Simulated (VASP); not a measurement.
# Al (Fm-3m) in VASP: notebook

The runs below take Al through single point, relaxation of cell and atoms, with PBE.

All numbers are computed with VASP 6.6.1; they aren't measurements. Logs are shortened: lines on timing, memory, paths and dates and some standing lists are left out, and cuts for length are marked.

## 1. The cell of the first run

It takes space group Fm-3m (No. 225, cubic). Conventional cell: a = 4.046 Å, b = 4.046 Å, c = 4.046 Å, α = 90.00°, β = 90.00°, γ = 90.00°. Al (site symmetry m-3m) has 12 Al at 2.86 Å within 3.8 Å.

## 2. Single point, PBE

INCAR reads:

```
SYSTEM = Al
ALGO     = Normal         ! electronic algorithm
EDIFF    = 1E-6           ! SCF threshold, eV
ENCUT    = 520            ! plane-wave cutoff, eV
GGA      = PE             ! functional
ISIF     = 2              ! what is computed and relaxed
ISMEAR   = 0              ! smearing method
LASPH    = .True.         ! aspherical terms in the spheres
LCHARG   = .False.        ! write CHGCAR
LREAL    = .False.        ! projectors in reciprocal space
LWAVE    = .False.        ! write WAVECAR
NBANDS   = 8              ! bands
NELM     = 60             ! most SCF steps
PREC     = Accurate       ! precision mode
SIGMA    = 0.05           ! smearing width, eV
```

KPOINTS reads:

```
k-points
0
Gamma
  9 9 9
  0 0 0
```

POSCAR reads:

```
Al
1.0
    0.0000000000      2.0231560537      2.0231560537
    2.0231560537      0.0000000000      2.0231560537
    2.0231560537      2.0231560537      0.0000000000
Al
1
Direct
    0.0000000000      0.0000000000      0.0000000000
```

Potentials or basis: VASP PAW PBE potentials, release 64 (Al).

The run is started by

```
cat potpaw_PBE.64/Al/POTCAR > POTCAR
mpirun -np 1 vasp_std > vasp.out
```

OUTCAR:

```text
SYSTEM = Al
   EDIFF = 1E-6
   ENCUT = 520
   GGA = PE
   ISIF = 2
   ISMEAR = 0
   LASPH = .True.
   LREAL = .False.
   NELM = 60
   PREC = Accurate

 ion  position               nearest neighbor table
   1  0.000  0.000  0.000-

  LATTYP: Found a face centered cubic cell.
 ALAT       =     4.0463121074

  Lattice vectors:

 A1 = (   0.0000000000,   2.0231560537,   2.0231560537)
 A2 = (   2.0231560537,   0.0000000000,   2.0231560537)
 A3 = (   2.0231560537,   2.0231560537,   0.0000000000)

Analysis of symmetry for initial positions (statically):
=====================================================================
 Subroutine PRICEL returns:
 Original cell was already a primitive cell.

 Routine SETGRP: Setting up the symmetry group for a
 face centered cubic supercell.

 Subroutine GETGRP returns: Found 48 space group operations
 (whereof 48 operations were pure point group operations)
 out of a pool of 48 trial point group operations.

The static configuration has the point symmetry O_h .

Analysis of symmetry for dynamics (positions and initial velocities):
=====================================================================
 Subroutine PRICEL returns:
 Original cell was already a primitive cell.

 Routine SETGRP: Setting up the symmetry group for a
 face centered cubic supercell.

 Subroutine GETGRP returns: Found 48 space group operations
 (whereof 48 operations were pure point group operations)
 out of a pool of 48 trial point group operations.

The dynamic configuration has the point symmetry O_h .

 Subroutine INISYM returns: Found 48 space group operations
 (whereof 48 operations are pure point group operations),
 and found     1 'primitive' translations

----------------------------------------------------------------------------------------

                                     Primitive cell

  volume of cell :      16.5622

  direct lattice vectors                    reciprocal lattice vectors
     0.000000000  2.023156054  2.023156054    -0.247138622  0.247138622  0.247138622
     2.023156054  0.000000000  2.023156054     0.247138622 -0.247138622  0.247138622
     2.023156054  2.023156054  0.000000000     0.247138622  0.247138622 -0.247138622

  length of vectors
     2.861174730  2.861174730  2.861174730     0.428056650  0.428056650  0.428056650

  position of ions in fractional coordinates (direct lattice)
     0.000000000  0.000000000  0.000000000

  ion indices of the primitive-cell ions
   primitive index   ion index
                 1           1

----------------------------------------------------------------------------------------

 KPOINTS: k-points

Automatic generation of k-mesh.
 Grid dimensions read from file:
 generate k-points for:    9    9    9

 Generating k-lattice:

  Cartesian coordinates                     Fractional coordinates (reciprocal lattice)
    -0.027459847  0.027459847  0.027459847     0.111111111  0.000000000  0.000000000
     0.027459847 -0.027459847  0.027459847     0.000000000  0.111111111  0.000000000
     0.027459847  0.027459847 -0.027459847     0.000000000  0.000000000  0.111111111

  Length of vectors
     0.047561850  0.047561850  0.047561850

  Shift w.r.t. Gamma in fractional coordinates (k-lattice)
     0.000000000  0.000000000  0.000000000

 Subroutine IBZKPT returns following result:
 ===========================================

 Found     35 irreducible k-points:

 Following reciprocal coordinates:
            Coordinates               Weight
  0.000000  0.000000  0.000000      1.000000
  0.111111  0.000000  0.000000      8.000000
  0.222222  0.000000  0.000000      8.000000
  0.333333  0.000000  0.000000      8.000000
  0.444444  0.000000  0.000000      8.000000
  0.111111  0.111111  0.000000      6.000000
[... 16 lines left out ...]
 -0.333333  0.333333  0.000000     12.000000
  0.444444  0.444444  0.000000      6.000000
 [... further k-points ...]
   k-points           NKPTS =     35   k-points in BZ     NKDIM =     35   number of bands    NBANDS=      8
   number of dos      NEDOS =    301   number of ions     NIONS =      1
   total plane-waves  NPLWV =  13824
   dimension x,y,z NGX =    24 NGY =   24 NGZ =   24
   dimension x,y,z NGXF=    48 NGYF=   48 NGZF=   48
   ions per type =               1
   NGX,Y,Z   is equivalent  to a cutoff of  13.94, 13.94, 13.94 a.u.
   NGXF,Y,Z  is equivalent  to a cutoff of  27.89, 27.89, 27.89 a.u.
 SYSTEM =  Al
   PREC   = accura    normal or accurate (medium, high low for compatibility)
   ISTART =      0    job   : 0-new  1-cont  2-samecut
   ICHARG =      2    charge: 1-file 2-atom 10-const
   ISPIN  =      1    spin polarized calculation?
   LNONCOLLINEAR =      F non collinear calculations
   LSORBIT =      F    spin-orbit coupling
   LASPH  =      T    aspherical Exc in radial PAW
   ENCUT  =  520.0 eV  38.22 Ry    6.18 a.u.   5.32  5.32  5.32*2*pi/ulx,y,z
   NELM   =     60;   NELMIN=  2; NELMDL= -5     # of ELM steps
   EDIFF  = 0.1E-05   stopping-criterion for ELM
   LREAL  =      F    real-space projection
   EDIFFG = 0.1E-04   stopping-criterion for IOM
   NSW    =      0    number of steps for IOM
   IBRION =     -1    ionic relax: 0-MD 1-quasi-New 2-CG
   NFREE  =      0    steps in history (QN), initial steepest desc. (CG)
   ISIF   =      2    stress and relaxation
   ISYM   =      2    0-nonsym 1-usesym 2-fastsym
   POTIM  = 0.5000    time-step for ionic-motion
   TEBEG  =    0.0;   TEEND  =   0.0 temperature during run
   PSTRESS=    0.0 pullay stress
   NELECT =       3.0000    total number of electrons
   NUPDOWN=      -1.0000    fix difference up-down
   EMIN   =  10.00;   EMAX   =-10.00  energy-range for DOS
   EFERMI =   0.00;   METHOD = LEGACY
   ISMEAR =     0;   SIGMA  =   0.05  broadening in eV -4-tet -1-fermi 0-gaus
   EFERMI_NEDOS =   21; number of points for ismear=-14 and -15
   IALGO  =     38    algorithm
   IMIX   =      4    mixing-type and parameters
     AMIX     =   0.40;   BMIX     =  1.00
     AMIX_MAG =   1.60;   BMIX_MAG =  1.00
  volume/ion in A,a.u.               =      16.56       111.77
  Fermi-wavevector in a.u.,A,eV,Ry     =   0.926281  1.750416 11.673739  0.857996
  Thomas-Fermi vector in A             =   2.052226
   LORBIT       =      0    0 simple, 1 ext, 2 COOP (PROOUT), +10 PAW based schemes
   GGA     = PE    functional components
   LHFCALC =     F    Hartree Fock is set to
   AEXX    =    0.0000 exact exchange contribution
   IVDW    =     0    specifies the selected vdW correction
   LEPSILON=     F    determine dielectric tensor
   LRPA    =     F    only Hartree local field effects (RPA)
 non-spin polarized calculation
 Gauss-broadening in eV      SIGMA  =   0.05
  energy-cutoff  :      520.00
  volume of cell :       16.56
 maximum number of plane-waves:       459
 NGX is ok and might be reduce to    24
   NGX = 11   NGY = 11   NGZ = 11

 number of electron       3.0000000 magnetization

 Free energy of the ion-electron system (eV)
  ---------------------------------------------------
  ext. energy  EPLUGINS =         0.00000000
  ---------------------------------------------------
  free energy    TOTEN  =        -3.71570616 eV

  energy without entropy =       -3.71408178  energy(sigma->0) =       -3.71489397

 E-fermi :   7.9500     XC(G=0): -10.1823

 val. band max:        7.8252001353   @ k =   0.4444   0.4444   0.0000
 cond. band min:       7.9682980453   @ k =  -0.4444   0.3333   0.1111
 fundamental gap:      0.1430979101
 Fermi energy:         7.9499718440

 k-point     1 :       0.0000    0.0000    0.0000
  band No.  band energies     occupation
      1      -3.1468      2.00000
      2      20.5602      0.00000
      3      20.5602      0.00000
      4      20.5602      0.00000
      5      22.0242      0.00000
      6      22.0242      0.00000
      7      22.0242      0.00000
      8      24.4006      0.00000

 k-point     2 :       0.1111    0.0000    0.0000
  band No.  band energies     occupation
      1      -2.8123      2.00000
      2      16.8216      0.00000
      3      19.7308      0.00000
      4      19.7308      0.00000
      5      22.6723      0.00000
      6      23.3436      0.00000
      7      23.3436      0.00000
      8      25.8434      0.00000

 k-point     3 :       0.2222    0.0000    0.0000
  band No.  band energies     occupation
      1      -1.8135      2.00000
      2      12.4327      0.00000
      3      18.9571      0.00000
      4      18.9571      0.00000
      5      22.3427      0.00000
      6      23.1833      0.00000
      7      23.1833      0.00000
      8      26.1302      0.00000

 k-point     4 :       0.3333    0.0000    0.0000
  band No.  band energies     occupation
      1      -0.1640      2.00000
      2       8.4561      0.00000
      3      18.7034      0.00000
      4      18.7034      0.00000
      5      21.2922      0.00000
      6      21.2922      0.00000
      7      22.2581      0.00000
      8      25.2537      0.00000

 k-point     5 :       0.4444    0.0000    0.0000
  band No.  band energies     occupation
      1       2.1136      2.00000
      2       5.0043      2.00000
      3      19.0048      0.00000
      4      19.0048      0.00000
      5      19.8730      0.00000
      6      19.8730      0.00000
      7      22.6903      0.00000
      8      23.7108      0.00000

 k-point     6 :       0.1111    0.1111    0.0000
  band No.  band energies     occupation
      1      -2.7010      2.00000
      2      18.1708      0.00000
      3      18.1708      0.00000
      4      18.4455      0.00000
      5      21.0779      0.00000
      6      23.2875      0.00000
      7      25.0533      0.00000
      8      25.0533      0.00000

 k-point     7 :       0.2222    0.1111    0.0000
  band No.  band energies     occupation
      1      -1.9241      2.00000
      2      14.0739      0.00000
      3      17.1468      0.00000
      4      18.6091      0.00000
      5      20.5201      0.00000
      6      22.0302      0.00000
      7      25.4533      0.00000
      8      26.1088      0.00000
[... 133 lines left out ...]
 k-point    20 :       0.3333    0.3333    0.0000
  band No.  band energies     occupation
      1       0.8142      2.00000
      2      12.3309      0.00000
      3      14.2074      0.00000
      4      14.3926      0.00000
      5      14.3926      0.00000
      6      17.8917      0.00000
      7      30.8644      0.00000
      8      32.2430      0.00000

 k-point    21 :       0.4444    0.3333    0.0000
  band No.  band energies     occupation
      1       2.4257      2.00000
      2      10.1419      0.00000
      3      10.8579      0.00000
      4      14.1096      0.00000
      5      15.4419      0.00000
      6      19.2558      0.00000
      7      30.1217      0.00000
      8      32.4089      0.00000

 k-point    22 :      -0.4444    0.3333    0.0000
  band No.  band energies     occupation
      1       4.6186      2.00000
      2       7.4656      2.00000
      3       8.7217      0.00000
      4      14.3988      0.00000
      5      16.0034      0.00000
      6      22.6880      0.00000
      7      28.9500      0.00000
      8      31.2106      0.00000

 k-point    23 :      -0.3333    0.3333    0.0000
  band No.  band energies     occupation
      1       4.6637      2.00000
      2       6.8898      2.00000
      3       8.3492      0.00000
      4      15.2613      0.00000
      5      17.0244      0.00000
      6      26.6065      0.00000
      7      28.1750      0.00000
      8      28.1858      0.00000

 k-point    24 :       0.4444    0.4444    0.0000
  band No.  band energies     occupation
      1       3.7767      2.00000
      2       7.8252      1.99958
      3      13.3291      0.00000
      4      13.6336      0.00000
      5      13.6336      0.00000
      6      17.0970      0.00000
      7      32.8949      0.00000
      8      34.4429      0.00000

 [... further k-points ...]
[... 5 lines left out ...]
  --------------------------------------------------------------------------------------
  -------------------------------------------------------------------------------------
  Total        0.0004595      0.0004595      0.0004595     -0.0000000      0.0000000     -0.0000000
  in kB        0.0444464      0.0444464      0.0444464     -0.0000000      0.0000000     -0.0000000
  external PRESSURE =       0.0444464 kB  Pullay stress =       0.0000000 kB

 VOLUME and BASIS-vectors are now :
 -----------------------------------------------------------------------------
  energy-cutoff  :      520.00
  volume of cell :       16.56
      direct lattice vectors                 reciprocal lattice vectors
     0.000000000  2.023156054  2.023156054    -0.247138622  0.247138622  0.247138622
     2.023156054  0.000000000  2.023156054     0.247138622 -0.247138622  0.247138622
     2.023156054  2.023156054  0.000000000     0.247138622  0.247138622 -0.247138622

 POSITION                                       TOTAL-FORCE (eV/Angst)
 -----------------------------------------------------------------------------------
      0.00000      0.00000      0.00000        -0.000000     -0.000000     -0.000000
 -----------------------------------------------------------------------------------
    total drift:                                0.000000     -0.000000     -0.000000

  FREE ENERGIE OF THE ION-ELECTRON SYSTEM (eV)
  ---------------------------------------------------
  free  energy   TOTEN  =        -3.7157061582 eV

  energy  without entropy=       -3.7140817754  energy(sigma->0) =       -3.71489397
```

Run time: 5.2 s. Hardware: 1 thread of AMD EPYC 7R43 (Zen 3), shared host; peak memory 0.09 GiB.

Results:

| Item | Value |
| --- | --- |
| Free energy | -3.7157 eV |
| Pressure | 0.0 GPa |
| Band gap on the k mesh | zero (an odd number of electrons rules out a gap without spin polarisation) |

Levels at points of the mesh, in eV from the Fermi level:
```tsv
k point	band 1	band 2	band 3	band 4	band 5	band 6
(0.00, 0.00, 0.00)	-11.10	12.61	12.61	12.61	14.07	14.07
```

## 3. Relaxation of cell and atoms, PBE

This run uses another cell than the first one, of 16.60 Å³/atom.

INCAR reads:

```
SYSTEM = Al
  ALGO = Normal
  EDIFF = 1E-6
  EDIFFG = -0.02
  ENCUT = 600
  GGA = PE
  IBRION = 2
  ISIF = 3
  ISMEAR = 0
  LASPH = .True.
  LCHARG = .False.
  LREAL = .False.
  LWAVE = .False.
  NELM = 60
  NSW = 80
  PREC = Accurate
  SIGMA = 0.05
```

KPOINTS is that of step 2.

POSCAR reads:

```
Al
1.0
    0.0000000000      2.0248100000      2.0248100000
    2.0248100000      0.0000000000      2.0248100000
    2.0248100000      2.0248100000      0.0000000000
Al
1
Direct
    0.0000000000      0.0000000000      0.0000000000
```

Potentials or basis: VASP PAW PBE potentials, release 64 (Al).

The run is started by

```
cat potpaw_PBE.64/Al/POTCAR > POTCAR
mpirun -np 1 vasp_std > vasp.out
```

Run time: 3.7 s. Hardware: 1 thread of AMD EPYC 7R43 (Zen 3), shared host; peak memory 0.09 GiB.

The run converged. Its results:

```
Free energy             : -3.7158 eV
Pressure after relaxing : -0.2 GPa
Band gap on the k mesh  : zero (an odd number of electrons rules out a gap without spin polarisation)
```

Final structure:
```
CELL_PARAMETERS angstrom
0.00000 2.02481 2.02481
2.02481 0.00000 2.02481
2.02481 2.02481 0.00000
ATOMIC_POSITIONS crystal
Al 0.00000 0.00000 0.00000
```

Levels at points of the mesh, in eV from the Fermi level:
```
           k point  band 1  band 2  band 3  band 4  band 5
(0.00, 0.00, 0.00)  -11.08   12.60   12.60   12.60   14.04
```

Caveat: the relaxation stopped at its first step, so nothing moved.
